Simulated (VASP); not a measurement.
Runs of VASP 6.6.1 on LaTe4. The structure is that of space group F-43m (No. 216), or close to it. The cells are those of the table. 

```tsv
task	cell	k mesh	cutoff (eV)	k mesh for the DOS	occupations for the DOS	gap on the mesh (eV)	pressure (GPa)	largest force (eV/Å)
single point	a = 6.457 Å, angles 60.0°, 5 atoms	4 × 4 × 4	520	-	-	none	0.0	0.01
single point	a = 6.446 Å, angles 60.0°, 5 atoms	8 × 8 × 8	520	-	-	none	0.0	-
single point	a = 6.396 Å, angles 60.0°, 5 atoms	4 × 4 × 4	520	-	-	none	(a)	8.01
relaxation of cell and atoms	relaxed from a = 6.457 Å, angles 60.0°, 5 atoms	8 × 8 × 8	600	-	-	none	0.0	-
```

Alike in all rows: level PBE; potentials or basis VASP PAW PBE potentials, release 64 (La, Te); no spin polarisation; smearing gaussian 0.1 eV.

Problem. Fill in the values left out.

Solution. (a) 11.2.

Caveats: spin-orbit coupling is left out, which moves the levels of the heavy elements; forces of over 1 eV/Å act on the atoms, so gaps and moduli don't describe the material at rest (some runs).

A k mesh can miss the band edges, and the runs leave out spin-orbit coupling on La, Te.

A gap of «none» marks levels without a gap at the run's occupations.
